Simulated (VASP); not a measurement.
# ZnS (F-43m) in VASP: notebook

The runs below take ZnS through single point, with PBE.

All numbers are computed with VASP 6.6.1; they aren't measurements. Logs are shortened: lines on timing, memory, paths and dates and some standing lists are left out, and cuts for length are marked.

**Experimental background.**

From “Electronic, vibrational, and thermodynamic properties of ZnS (zincblende and rocksalt structure)”, 2009, arxiv:0911.5022, for a bulk crystal of ZnS at 19 K: band gap 3.85 eV (direct).

The results are compared with them further down.

## 1. The cell of the first run

Symmetry: F-43m, No. 216, cubic system. Conventional cell: a = 5.388 Å, b = 5.388 Å, c = 5.388 Å, α = 90.00°, β = 90.00°, γ = 90.00°. Within 3.1 Å of Zn (site symmetry -43m) lie 4 S at 2.33 Å. Within 3.1 Å of S (site symmetry -43m) lie 4 Zn at 2.33 Å.

## 2. Single point, PBE

File INCAR:

```
ALGO = Normal ; EDIFF = 1E-6
ENCUT = 500 ; GGA = PE
GGA_COMPAT = F ; ISIF = 2
ISMEAR = 0 ; LASPH = T
LCHARG = T ; LELF = T
LREAL = F ; LVHAR = T
LWAVE = F ; NBANDS = 16
NELM = 120 ; PREC = Accurate
SIGMA = 0.01
```

File KPOINTS:

```
k-points
0
Gamma
  2 2 2
```

File POSCAR:

```
ZnS
1.0
    0.0000000000      2.6940955541      2.6940955541
    2.6940955541      0.0000000000      2.6940955541
    2.6940955541      2.6940955541      0.0000000000
Zn S
1 1
Direct
    0.2500000000      0.2500000000      0.2500000000
    0.0000000000      0.0000000000      0.0000000000
```

Potentials or basis: VASP PAW PBE potentials, release 64 (Zn, S).

Started as:

```bash
$ cat potpaw_PBE.64/Zn/POTCAR potpaw_PBE.64/S/POTCAR > POTCAR
$ mpirun -np 1 vasp_std > vasp.out
```

OUTCAR:

```text
EDIFF = 1E-6
   ENCUT = 500
   GGA = PE
   ISIF = 2
   ISMEAR = 0
   LASPH = T
   LREAL = F
   NELM = 120
   PREC = Accurate

 ion  position               nearest neighbor table
   1  0.250  0.250  0.250-   2 2.33   2 2.33   2 2.33   2 2.33
   2  0.000  0.000  0.000-   1 2.33   1 2.33   1 2.33   1 2.33

  LATTYP: Found a face centered cubic cell.
 ALAT       =     5.3881911082

  Lattice vectors:

 A1 = (   0.0000000000,   2.6940955541,   2.6940955541)
 A2 = (   2.6940955541,   0.0000000000,   2.6940955541)
 A3 = (   2.6940955541,   2.6940955541,   0.0000000000)

Analysis of symmetry for initial positions (statically):
=====================================================================
 Subroutine PRICEL returns:
 Original cell was already a primitive cell.

 Routine SETGRP: Setting up the symmetry group for a
 face centered cubic supercell.

 Subroutine GETGRP returns: Found 24 space group operations
 (whereof 24 operations were pure point group operations)
 out of a pool of 48 trial point group operations.

The static configuration has the point symmetry T_d .

Analysis of symmetry for dynamics (positions and initial velocities):
=====================================================================
 Subroutine PRICEL returns:
 Original cell was already a primitive cell.

 Routine SETGRP: Setting up the symmetry group for a
 face centered cubic supercell.

 Subroutine GETGRP returns: Found 24 space group operations
 (whereof 24 operations were pure point group operations)
 out of a pool of 48 trial point group operations.

The dynamic configuration has the point symmetry T_d .

 Subroutine INISYM returns: Found 24 space group operations
 (whereof 24 operations are pure point group operations),
 and found     1 'primitive' translations

----------------------------------------------------------------------------------------

                                     Primitive cell

  volume of cell :      39.1083

  direct lattice vectors                    reciprocal lattice vectors
     0.000000000  2.694095554  2.694095554    -0.185591042  0.185591042  0.185591042
     2.694095554  0.000000000  2.694095554     0.185591042 -0.185591042  0.185591042
     2.694095554  2.694095554  0.000000000     0.185591042  0.185591042 -0.185591042

  length of vectors
     3.810026471  3.810026471  3.810026471     0.321453113  0.321453113  0.321453113

  position of ions in fractional coordinates (direct lattice)
     0.250000000  0.250000000  0.250000000
     0.000000000  0.000000000  0.000000000

  ion indices of the primitive-cell ions
   primitive index   ion index
                 1           1
                 2           2

----------------------------------------------------------------------------------------

 KPOINTS: k-points

Automatic generation of k-mesh.
 Grid dimensions read from file:
 generate k-points for:    2    2    2

 Generating k-lattice:

  Cartesian coordinates                     Fractional coordinates (reciprocal lattice)
    -0.092795521  0.092795521  0.092795521     0.500000000  0.000000000  0.000000000
     0.092795521 -0.092795521  0.092795521     0.000000000  0.500000000  0.000000000
     0.092795521  0.092795521 -0.092795521     0.000000000  0.000000000  0.500000000

  Length of vectors
     0.160726557  0.160726557  0.160726557

  Shift w.r.t. Gamma in fractional coordinates (k-lattice)
     0.000000000  0.000000000  0.000000000

 Subroutine IBZKPT returns following result:
 ===========================================

 Found      3 irreducible k-points:

 Following reciprocal coordinates:
            Coordinates               Weight
  0.000000  0.000000  0.000000      1.000000
  0.500000  0.000000  0.000000      4.000000
  0.500000  0.500000  0.000000      3.000000
   k-points           NKPTS =      3   k-points in BZ     NKDIM =      3   number of bands    NBANDS=     16
   number of dos      NEDOS =    301   number of ions     NIONS =      2
   total plane-waves  NPLWV =  21952
   dimension x,y,z NGX =    28 NGY =   28 NGZ =   28
   dimension x,y,z NGXF=    56 NGYF=   56 NGZF=   56
   ions per type =               1   1
   NGX,Y,Z   is equivalent  to a cutoff of  12.22, 12.22, 12.22 a.u.
   NGXF,Y,Z  is equivalent  to a cutoff of  24.43, 24.43, 24.43 a.u.
 SYSTEM =  unknown system
   PREC   = accura    normal or accurate (medium, high low for compatibility)
   ISTART =      0    job   : 0-new  1-cont  2-samecut
   ICHARG =      2    charge: 1-file 2-atom 10-const
   ISPIN  =      1    spin polarized calculation?
   LNONCOLLINEAR =      F non collinear calculations
   LSORBIT =      F    spin-orbit coupling
   LASPH  =      T    aspherical Exc in radial PAW
   ENCUT  =  500.0 eV  36.75 Ry    6.06 a.u.   6.95  6.95  6.95*2*pi/ulx,y,z
   NELM   =    120;   NELMIN=  2; NELMDL= -5     # of ELM steps
   EDIFF  = 0.1E-05   stopping-criterion for ELM
   LREAL  =      F    real-space projection
   EDIFFG = 0.1E-04   stopping-criterion for IOM
   NSW    =      0    number of steps for IOM
   IBRION =     -1    ionic relax: 0-MD 1-quasi-New 2-CG
   NFREE  =      0    steps in history (QN), initial steepest desc. (CG)
   ISIF   =      2    stress and relaxation
   ISYM   =      2    0-nonsym 1-usesym 2-fastsym
   POTIM  = 0.5000    time-step for ionic-motion
   TEBEG  =    0.0;   TEEND  =   0.0 temperature during run
   PSTRESS=    0.0 pullay stress
   NELECT =      18.0000    total number of electrons
   NUPDOWN=      -1.0000    fix difference up-down
   EMIN   =  10.00;   EMAX   =-10.00  energy-range for DOS
   EFERMI =   0.00;   METHOD = LEGACY
   ISMEAR =     0;   SIGMA  =   0.01  broadening in eV -4-tet -1-fermi 0-gaus
   EFERMI_NEDOS =   21; number of points for ismear=-14 and -15
   IALGO  =     38    algorithm
   IMIX   =      4    mixing-type and parameters
     AMIX     =   0.40;   BMIX     =  1.00
     AMIX_MAG =   1.60;   BMIX_MAG =  1.00
  volume/ion in A,a.u.               =      19.55       131.96
  Fermi-wavevector in a.u.,A,eV,Ry     =   1.263987  2.388589 21.737533  1.597664
  Thomas-Fermi vector in A             =   2.397316
   LORBIT       =      0    0 simple, 1 ext, 2 COOP (PROOUT), +10 PAW based schemes
   GGA     = PE    functional components
   LHFCALC =     F    Hartree Fock is set to
   AEXX    =    0.0000 exact exchange contribution
   IVDW    =     0    specifies the selected vdW correction
   LEPSILON=     F    determine dielectric tensor
   LRPA    =     F    only Hartree local field effects (RPA)
 non-spin polarized calculation
 Gauss-broadening in eV      SIGMA  =   0.01
  energy-cutoff  :      500.00
  volume of cell :       39.11
 maximum number of plane-waves:       982
 NGX is ok and might be reduce to    28
   NGX = 13   NGY = 13   NGZ = 13

 number of electron      18.0000006 magnetization

 Free energy of the ion-electron system (eV)
  ---------------------------------------------------
  ext. energy  EPLUGINS =         0.00000000
  ---------------------------------------------------
  free energy    TOTEN  =        -5.56863445 eV

  energy without entropy =       -5.56863445  energy(sigma->0) =       -5.56863445

 E-fermi :   2.5948     XC(G=0):  -9.5258

 val. band max:        2.5200414222   @ k =   0.0000   0.0000   0.0000
 cond. band min:       4.5562591519   @ k =   0.0000   0.0000   0.0000
 fundamental gap:      2.0362177296
 Fermi energy:         2.5947845081

 k-point     1 :       0.0000    0.0000    0.0000
  band No.  band energies     occupation
      1     -10.6580      2.00000
      2      -4.2121      2.00000
      3      -4.2121      2.00000
      4      -4.2121      2.00000
      5      -3.7517      2.00000
      6      -3.7517      2.00000
      7       2.5200      2.00000
      8       2.5200      2.00000
      9       2.5200      2.00000
     10       4.5563      0.00000
     11       8.6836      0.00000
     12       8.6836      0.00000
     13       8.6836      0.00000
     14      14.1338      0.00000
     15      14.1338      0.00000
     16      14.2819      0.00000

 k-point     2 :       0.5000    0.0000    0.0000
  band No.  band energies     occupation
      1      -9.6743      2.00000
      2      -4.1026      2.00000
      3      -4.1026      2.00000
      4      -3.7198      2.00000
      5      -3.7198      2.00000
      6      -3.5259      2.00000
      7      -2.9571      2.00000
      8       1.6157      2.00000
      9       1.6157      2.00000
     10       5.6763      0.00000
     11       9.2263      0.00000
     12       9.2263      0.00000
     13      11.3768      0.00000
     14      14.6300      0.00000
     15      15.8304      0.00000
     16      15.8304      0.00000

 k-point     3 :       0.5000    0.5000    0.0000
  band No.  band energies     occupation
      1      -9.3417      2.00000
      2      -4.2159      2.00000
      3      -3.8818      2.00000
      4      -3.8818      2.00000
      5      -3.6765      2.00000
      6      -3.5063      2.00000
      7      -2.2806      2.00000
      8       0.2118      2.00000
      9       0.2118      2.00000
     10       5.7032      0.00000
     11       6.4132      0.00000
     12      13.5818      0.00000
     13      14.4044      0.00000
     14      14.4044      0.00000
     15      16.1419      0.00000
     16      17.0144      0.00000

------------------------ aborting loop because EDIFF is reached ----------------------------------------

  FORCE on cell =-STRESS in cart. coord.  units (eV):
  Direction    XX          YY          ZZ          XY          YZ          ZX
  --------------------------------------------------------------------------------------
  -------------------------------------------------------------------------------------
  Total        2.0452135      2.0452135      2.0452135      0.0000000      0.0000000      0.0000000
  in kB       83.7876960     83.7876960     83.7876960      0.0000000      0.0000000      0.0000000
  external PRESSURE =      83.7876960 kB  Pullay stress =       0.0000000 kB

 VOLUME and BASIS-vectors are now :
 -----------------------------------------------------------------------------
  energy-cutoff  :      500.00
  volume of cell :       39.11
      direct lattice vectors                 reciprocal lattice vectors
     0.000000000  2.694095554  2.694095554    -0.185591042  0.185591042  0.185591042
     2.694095554  0.000000000  2.694095554     0.185591042 -0.185591042  0.185591042
     2.694095554  2.694095554  0.000000000     0.185591042  0.185591042 -0.185591042

 POSITION                                       TOTAL-FORCE (eV/Angst)
 -----------------------------------------------------------------------------------
      1.34705      1.34705      1.34705        -0.000000     -0.000000     -0.000000
      0.00000      0.00000      0.00000         0.000000      0.000000      0.000000
 -----------------------------------------------------------------------------------
    total drift:                               -0.000001     -0.000001     -0.000001

  FREE ENERGIE OF THE ION-ELECTRON SYSTEM (eV)
  ---------------------------------------------------
  free  energy   TOTEN  =        -5.5686344511 eV

  energy  without entropy=       -5.5686344511  energy(sigma->0) =       -5.56863445
```

Wall time 4.1 s (1 thread of Intel Xeon Platinum 8559C (Emerald Rapids), shared host); peak memory 0.14 GiB.

What came out:

- Free energy: -5.5686 eV
- Pressure: 8.4 GPa
- Band gap on the k mesh: 2.04 eV, direct

Caveat: the k points lie up to 1.01 Å⁻¹ apart.

(Part 1 of 2 ends here.)
